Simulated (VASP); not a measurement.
Wanted: the native input for a VASP 6.6.1 run.

```
Task                   : single point
Functional             : r2SCAN
Potentials or basis    : VASP PAW PBE potentials, release 64 (Be, C)
Cutoff                 : 520 eV
k mesh                 : 6 × 6 × 4
Occupations            : gaussian, width 0.1 eV
Spin                   : no spin polarisation
Dipole correction      : no
Further INCAR settings : ALGO = Normal; EDIFF = 1e-06; NBANDS = 16
```

Crystal: Be2C3.

```
Be C
1.0
     3.01788    0.00000    0.00000
    -1.50894    2.61356    0.00000
     0.00000    0.00000    4.69533
Be C
2 3
Direct
  0.33333 0.66667 0.24500
  0.66667 0.33333 0.75500
  0.00000 0.00000 0.00000
  0.33333 0.66667 0.64500
  0.66667 0.33333 0.35500
```

These files were run (other wordings do the same):

POSCAR

```
Be2C3
1.0
    3.0178763344      0.0000000000      0.0000000000
   -1.5089381672      2.6135575711      0.0000000000
    0.0000000000      0.0000000000      4.6953253630
Be C
2 3
Direct
    0.3333333333      0.6666666667      0.2450000000
    0.6666666667      0.3333333333      0.7550000000
    0.0000000000      0.0000000000      0.0000000000
    0.3333333333      0.6666666667      0.6450000000
    0.6666666667      0.3333333333      0.3550000000
```

INCAR.step1

```
SYSTEM = Be2C3
PREC     = Accurate       ! precision mode
ENCUT    = 520            ! plane-wave cutoff, eV
ISMEAR   = 0              ! smearing method
SIGMA    = 0.1            ! smearing width, eV
LREAL    = .False.        ! projectors in reciprocal space
LASPH    = .True.         ! aspherical terms in the spheres
NELM     = 80             ! most SCF steps
NBANDS   = 16             ! bands
GGA      = PE             ! functional
ALGO     = Normal         ! electronic algorithm
EDIFF    = 1E-4           ! SCF threshold, eV
LWAVE    = .True.         ! write WAVECAR
LCHARG   = .False.        ! write CHGCAR
```

INCAR.step2

```
SYSTEM = Be2C3
PREC     = Accurate       ! precision mode
ENCUT    = 520            ! plane-wave cutoff, eV
EDIFF    = 1E-6           ! SCF threshold, eV
ISMEAR   = 0              ! smearing method
SIGMA    = 0.1            ! smearing width, eV
LREAL    = .False.        ! projectors in reciprocal space
LASPH    = .True.         ! aspherical terms in the spheres
NELM     = 80             ! most SCF steps
ALGO     = Normal         ! electronic algorithm
ISIF     = 2              ! what is computed and relaxed
LWAVE    = .False.        ! write WAVECAR
LCHARG   = .True.         ! write CHGCAR
METAGGA  = R2SCAN         ! meta-GGA
LMIXTAU  = .True.       
LELF     = .True.         ! ELF
LVHAR    = .True.       
NBANDS   = 16             ! bands
ISTART   = 1
```

KPOINTS

```
regular mesh
0
Gamma
  6 6 4
  0 0 0
```

Potentials or basis: VASP PAW PBE potentials, release 64 (Be, C).

Launch:

```sh
$ cat potpaw_PBE.64/Be/POTCAR potpaw_PBE.64/C/POTCAR > POTCAR
$ cp INCAR.step1 INCAR
$ mpirun -np 1 vasp_std > vasp.out
$ cp INCAR.step2 INCAR
$ mpirun -np 1 vasp_std > vasp.out
```

Results of the run:

```json
{
 "Pressure": "-2.4 GPa",
 "Largest force": "1.386 eV/Å",
 "Band gap on the k mesh": "zero (bands 8 and 9 overlap by 4.21 eV)"
}
```

Caveat: the k points lie up to 0.40 Å⁻¹ apart, too coarse for converged energies and pressures of a metal; the PAW data sets were made with another functional, which shifts forces and pressure a little.

Run time: 69 s on 1 thread of Intel Xeon 8259CL, with other jobs on the host, peak memory 0.16 GiB.
